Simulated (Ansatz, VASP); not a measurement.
**AlC: VASP beside Ansatz**

Contents of INCAR:

```
ALGO = Normal ; EDIFF = 1E-7
EDIFFG = -0.08 ; ENCUT = 600
GGA = PE ; GGA_COMPAT = False
IBRION = 2 ; ISIF = 3
ISMEAR = 0 ; LASPH = True
LCHARG = False ; LREAL = False
LWAVE = False ; NELM = 120
NELMIN = 4 ; NSW = 36
PREC = Accurate ; SIGMA = 0.2
```

File KPOINTS:

```
k-points
0
Gamma
  6 6 6
```

POSCAR

```
AlC
1.0
    3.2188777100      0.0000000000      0.0000000000
    0.0000000000      3.2188777100      0.0000000000
    0.0000000000      0.0000000000      3.3051564200
Al C
1 1
Direct
    0.0000000000      0.0000000000      0.5607719400
    0.0000000000      0.0000000000      0.1508023600
```

Input for Ansatz:

```yaml
crystal:
  lattice:
    - [3.21887771, 0.0, 0.0]
    - [0.0, 3.21887771, 0.0]
    - [0.0, 0.0, 3.30515642]
  atoms:
    - { symbol: Al, position: [0.0, 0.0, 0.56077194] }
    - { symbol: C, position: [0.0, 0.0, 0.15080236] }
basis:
  ecutwfc: 420
kpoints:
  mp_grid: { grid: [6, 6, 6] }
hamiltonian:
  xc: pbe
scf:
  occupations: { method: gaussian, width: 0.2 }
  lower_state_search: "off"
output:
  forces: true
  stress: true
  eigenvalues: true
relax:
  adjacent_minimum: "off"
  f_tol: 0.08
  max_steps: 16
  cell: { stress_tol: 0.8 }
```

Alike in both runs: task relaxation of cell and atoms; functional PBE; k mesh 6 × 6 × 6; occupations gaussian, width 0.2 eV; no spin polarisation.

|  | VASP | Ansatz |
| --- | --- | --- |
| version | VASP 6.6.1 | Ansatz 0.2.0 |
| potentials or method | VASP PAW PBE potentials, release 64 (Al, C), cutoff 600 eV | scalar-relativistic, plane waves, PAW |
| valence electrons in the cell | 7 | 7 |

|  | VASP | Ansatz | Ansatz less VASP |
| --- | --- | --- | --- |
| gap on the k mesh at the Fermi level, each at its own relaxed structure (eV) | none | none | - |
| relaxed volume (Å³/atom) | 14.51 | 14.66 | +0.158 |
| relaxed cell length with the largest relative difference (Å) | 2.745 | 2.766 | +0.0207 |

A gap of «none» marks a metal or a gap that the smearing closes.

Noted on VASP's run: the volume moved by over 15 % at a fixed basis, so the end points are rough.
